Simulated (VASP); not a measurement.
# Ir (Fm-3m) in VASP: single point with PBE

Aim: the single point of Ir with PBE.

Program: VASP 6.6.1. These are calculated values, not measurements. Logs are shortened: lines on timing, memory, paths and dates and some standing lists are left out, and cuts for length are marked.

### 1 The cell of the first run

The structure is cubic, space group Fm-3m (No. 225). Conventional cell: a = 3.850 Å, b = 3.850 Å, c = 3.850 Å, α = 90.00°, β = 90.00°, γ = 90.00°. Within 3.6 Å of Ir (site symmetry m-3m) lie 12 Ir at 2.72 Å.

### 2 Single point, PBE, non-collinear spin, typed start, spin-orbit coupling

Input file INCAR:

```
ALGO = Normal ; EDIFF = 1E-6
ENCUT = 560 ; GGA = PE
GGA_COMPAT = F ; ISIF = 2
ISMEAR = -1 ; LASPH = T
LCHARG = F ; LMAXMIX = 4
LORBIT = 11 ; LORBMOM = T
LREAL = F ; LSORBIT = T
LWAVE = F ; MAGMOM = -0.707 0 0.707 -0.707 0 0.707
NBANDS = 46 ; NELM = 200
PREC = Accurate ; SIGMA = 0.1375
```

Input file KPOINTS:

```
k-points
0
Gamma
  9 9 9
```

Input file POSCAR:

```
Ir
1.0
   -1.9248688900     -3.8497377800     -1.9248688900
   -1.9248688900      0.0000000000     -1.9248688900
    1.9248688900      0.0000000000     -1.9248688900
Ir
2
Direct
    0.0000000000      0.0000000000      0.0000000000
    0.5000000000      0.0000000000      0.5000000000
```

Potentials or basis: VASP PAW PBE potentials, release 64 (Ir_sv_GW).

The run is started by

```bash
> cat potpaw_PBE.64/Ir_sv_GW/POTCAR > POTCAR
> mpirun -np 1 vasp_ncl > vasp.out
```

OUTCAR:

```text
EDIFF = 1E-6
   ENCUT = 560
   GGA = PE
   ISIF = 2
   ISMEAR = -1
   LASPH = T
   LORBIT = 11
   LREAL = F
   LSORBIT = T
   NELM = 200
   PREC = Accurate

 ion  position               nearest neighbor table
   1  0.000  0.000  0.000-   2 2.72   2 2.72   2 2.72   2 2.72   2 2.72   2 2.72   2 2.72   2 2.72

   2  0.500  0.000  0.500-   1 2.72   1 2.72   1 2.72   1 2.72   1 2.72   1 2.72   1 2.72   1 2.72

  LATTYP: Found a simple tetragonal cell.
 ALAT       =     2.7221756900
 C/A-ratio  =     1.4142135624

  Lattice vectors:

 A1 = (  -1.9248688900,   0.0000000000,  -1.9248688900)
 A2 = (   1.9248688900,   0.0000000000,  -1.9248688900)
 A3 = (   0.0000000000,  -3.8497377800,   0.0000000000)

Analysis of symmetry for initial positions (statically):
=====================================================================
 Subroutine PRICEL returns following result:

  LATTYP: Found a face centered cubic cell.
 ALAT       =     3.8497377800
[... 12 lines left out ...]
 Subroutine GETGRP returns: Found 16 space group operations
 (whereof 16 operations were pure point group operations)
 out of a pool of 16 trial point group operations.

The static configuration has the point symmetry D_4h.

Analysis of symmetry for dynamics (positions and initial velocities):
=====================================================================
 Subroutine PRICEL returns following result:

  LATTYP: Found a face centered cubic cell.
 ALAT       =     3.8497377800
[... 12 lines left out ...]
 Subroutine GETGRP returns: Found 16 space group operations
 (whereof 16 operations were pure point group operations)
 out of a pool of 16 trial point group operations.

The dynamic configuration has the point symmetry D_4h.

Analysis of structural, dynamic, and magnetic symmetry:
=====================================================================
 Subroutine PRICEL returns following result:

  LATTYP: Found a face centered cubic cell.
 ALAT       =     3.8497377800
[... 12 lines left out ...]
 Subroutine GETGRP returns: Found  4 space group operations
 (whereof  4 operations were pure point group operations)
 out of a pool of 16 trial point group operations.

The overall configuration has the point symmetry C_2h.

 Subroutine INISYM returns: Found  4 space group operations
 (whereof  4 operations are pure point group operations),
 and found     2 'primitive' translations

----------------------------------------------------------------------------------------

                                     Primitive cell

  volume of cell :      14.2637

  direct lattice vectors                    reciprocal lattice vectors
     0.000000000 -1.924868890 -1.924868890    -0.259757952 -0.259757952 -0.259757952
     1.924868890  0.000000000 -1.924868890     0.259757952  0.259757952 -0.259757952
     1.924868890 -1.924868890  0.000000000     0.259757952 -0.259757952  0.259757952

  length of vectors
     2.722175690  2.722175690  2.722175690     0.449913970  0.449913970  0.449913970

  position of ions in fractional coordinates (direct lattice)
     0.000000000  0.000000000  0.000000000

  ion indices of the primitive-cell ions
   primitive index   ion index
                 1           1

----------------------------------------------------------------------------------------

 KPOINTS: k-points

Automatic generation of k-mesh.
 Grid dimensions read from file:
 generate k-points for:    9    9    9

 Generating k-lattice:

  Cartesian coordinates                     Fractional coordinates (reciprocal lattice)
     0.000000000 -0.028861995  0.000000000     0.111111111  0.000000000  0.000000000
    -0.028861995  0.028861995 -0.028861995     0.000000000  0.111111111  0.000000000
     0.028861995  0.000000000 -0.028861995     0.000000000  0.000000000  0.111111111

  Length of vectors
     0.028861995  0.049990441  0.040817024

[... 97 lines left out ...]
  free energy    TOTEN  =       -22.96592356 eV

  energy without entropy =      -22.85935629  energy(sigma->0) =      -22.91263993

 E-fermi :  12.7471     XC(G=0): -14.4942

 val. band max:       12.7163334775   @ k =  -0.2222  -0.1111   0.1111
 cond. band min:      12.7733269249   @ k =   0.1111  -0.3333  -0.1111
 fundamental gap:      0.0569934473
 Fermi energy:        12.7470693321

 k-point     1 :       0.0000    0.0000    0.0000
  band No.  band energies     occupation
      1     -80.2228      1.00000
      2     -80.2228      1.00000
      3     -80.1410      1.00000
      4     -80.1410      1.00000
      5     -45.4214      1.00000
      6     -45.4214      1.00000
[... 1165 lines left out ...]
     45      27.7530      0.00000
     46      27.9032      0.00000

 [... further k-points ...]

------------------------ aborting loop because EDIFF is reached ----------------------------------------

  FORCE on cell =-STRESS in cart. coord.  units (eV):
  Direction    XX          YY          ZZ          XY          YZ          ZX
  --------------------------------------------------------------------------------------
  -------------------------------------------------------------------------------------
  Total        1.1257880      1.0767117      1.1257880     -0.0000006     -0.0000006     -0.0000097
  in kB       63.2271712     60.4709158     63.2271712     -0.0000327     -0.0000315     -0.0005422
  external PRESSURE =      62.3084194 kB  Pullay stress =       0.0000000 kB

 VOLUME and BASIS-vectors are now :
 -----------------------------------------------------------------------------
  energy-cutoff  :      560.00
  volume of cell :       28.53
      direct lattice vectors                 reciprocal lattice vectors
    -1.924868890 -3.849737780 -1.924868890     0.000000000 -0.259757952  0.000000000
    -1.924868890  0.000000000 -1.924868890    -0.259757952  0.259757952 -0.259757952
     1.924868890  0.000000000 -1.924868890     0.259757952  0.000000000 -0.259757952

 POSITION                                       TOTAL-FORCE (eV/Angst)
 -----------------------------------------------------------------------------------
      0.00000      0.00000      0.00000         0.000000      0.000000     -0.000000
      0.00000     -1.92487     -1.92487        -0.000000      0.000000      0.000000
 -----------------------------------------------------------------------------------
    total drift:                                0.000000     -0.000000     -0.000000

  FREE ENERGIE OF THE ION-ELECTRON SYSTEM (eV)
  ---------------------------------------------------
  free  energy   TOTEN  =       -22.9659235588 eV

  energy  without entropy=      -22.8593562935  energy(sigma->0) =      -22.91263993

 orbital moment (x)

 # of ion     p       d       f       tot
 ------------------------------------------------
  1        -0.000  -0.000   0.000  -0.000
  2        -0.000  -0.000   0.000  -0.000
 ------------------------------------------------
           -0.000  -0.000   0.000  -0.000

 orbital moment (y)

 # of ion     p       d       f       tot
 ------------------------------------------------
  1         0.000   0.000  -0.000   0.000
  2         0.000  -0.000  -0.000  -0.000
 ------------------------------------------------
            0.000   0.000  -0.000   0.000

 orbital moment (z)

 # of ion     p       d       f       tot
 ------------------------------------------------
  1         0.000   0.000  -0.000   0.000
  2         0.000   0.000  -0.000   0.000
 ------------------------------------------------
            0.000   0.000  -0.000   0.000

 Spin-Orbit-Coupling matrix elements

 Ion:    1  E_soc:     -4.0413503
 l=   1
     0.0000000    -0.5916411    -0.5916411
    -0.5916411     0.0000000    -0.5916814
    -0.5916411    -0.5916814     0.0000000
 l=   2
     0.0000000    -0.0137801     0.0000000    -0.0139196    -0.0679139
    -0.0137801     0.0000000    -0.0506355    -0.0139196    -0.0172783
     0.0000000    -0.0506355     0.0000000    -0.0511789     0.0000000
    -0.0139196    -0.0139196    -0.0511789     0.0000000    -0.0170596
    -0.0679139    -0.0172783     0.0000000    -0.0170596     0.0000000
 l=   3
     0.0000000    -0.0000013     0.0000000     0.0000000     0.0000000    -0.0000012    -0.0000040
    -0.0000013     0.0000000    -0.0000022     0.0000000    -0.0000022    -0.0000035    -0.0000013
     0.0000000    -0.0000022     0.0000000    -0.0000027    -0.0000012    -0.0000012     0.0000000
     0.0000000     0.0000000    -0.0000027     0.0000000    -0.0000027     0.0000000     0.0000000
     0.0000000    -0.0000022    -0.0000012    -0.0000027     0.0000000    -0.0000012     0.0000000
    -0.0000012    -0.0000035    -0.0000012     0.0000000    -0.0000012     0.0000000    -0.0000013
    -0.0000040    -0.0000013     0.0000000     0.0000000     0.0000000    -0.0000013     0.0000000

 Ion:    2  E_soc:     -4.0413503
 l=   1
     0.0000000    -0.5916411    -0.5916411
    -0.5916411     0.0000000    -0.5916814
    -0.5916411    -0.5916814     0.0000000
 l=   2
     0.0000000    -0.0137801     0.0000000    -0.0139196    -0.0679139
    -0.0137801     0.0000000    -0.0506355    -0.0139196    -0.0172783
     0.0000000    -0.0506355     0.0000000    -0.0511789     0.0000000
    -0.0139196    -0.0139196    -0.0511789     0.0000000    -0.0170596
    -0.0679139    -0.0172783     0.0000000    -0.0170596     0.0000000
 l=   3
     0.0000000    -0.0000013     0.0000000     0.0000000     0.0000000    -0.0000012    -0.0000040
    -0.0000013     0.0000000    -0.0000022     0.0000000    -0.0000022    -0.0000035    -0.0000013
     0.0000000    -0.0000022     0.0000000    -0.0000027    -0.0000012    -0.0000012     0.0000000
     0.0000000     0.0000000    -0.0000027     0.0000000    -0.0000027     0.0000000     0.0000000
     0.0000000    -0.0000022    -0.0000012    -0.0000027     0.0000000    -0.0000012     0.0000000
    -0.0000012    -0.0000035    -0.0000012     0.0000000    -0.0000012     0.0000000    -0.0000013
    -0.0000040    -0.0000013     0.0000000     0.0000000     0.0000000    -0.0000013     0.0000000

 total charge

# of ion       s       p       d       f       tot
--------------------------------------------------
    1        3.833   6.127   6.302   0.024  16.287
    2        3.833   6.127   6.302   0.024  16.287
--------------------------------------------------
tot          7.665  12.255  12.604   0.049  32.573

 magnetization (x)

# of ion       s       p       d       f       tot
--------------------------------------------------
    1        0.000  -0.000  -0.000  -0.000   0.000
    2        0.000  -0.000  -0.000  -0.000   0.000
--------------------------------------------------
tot          0.000  -0.000  -0.000  -0.000   0.000

 magnetization (y)

# of ion       s       p       d       f       tot
--------------------------------------------------
    1        0.000   0.000   0.000   0.000   0.000
    2       -0.000   0.000   0.000   0.000  -0.000
--------------------------------------------------
tot         -0.000   0.000   0.000   0.000  -0.000

 magnetization (z)

# of ion       s       p       d       f       tot
--------------------------------------------------
    1       -0.000   0.000   0.000   0.000  -0.000
    2       -0.000   0.000   0.000   0.000  -0.000
--------------------------------------------------
tot         -0.000   0.000   0.000   0.000  -0.000
```

It took 12 min on 1 thread of AMD EPYC 7R13 (Zen 3), shared host; peak memory 0.49 GiB.

Results:

```
Free energy                                           : -22.9659 eV
Pressure                                              : 6.2 GPa
Net moment                                            : 0.00 μB per cell
Valence electrons inside the program's atomic spheres : Ir 16.29
```

Moments on the atoms (μB; x, y, z):
```
Ir  0.00 0.00 0.00
Ir  0.00 0.00 0.00
```

Caveat: the cell stands under pressure.
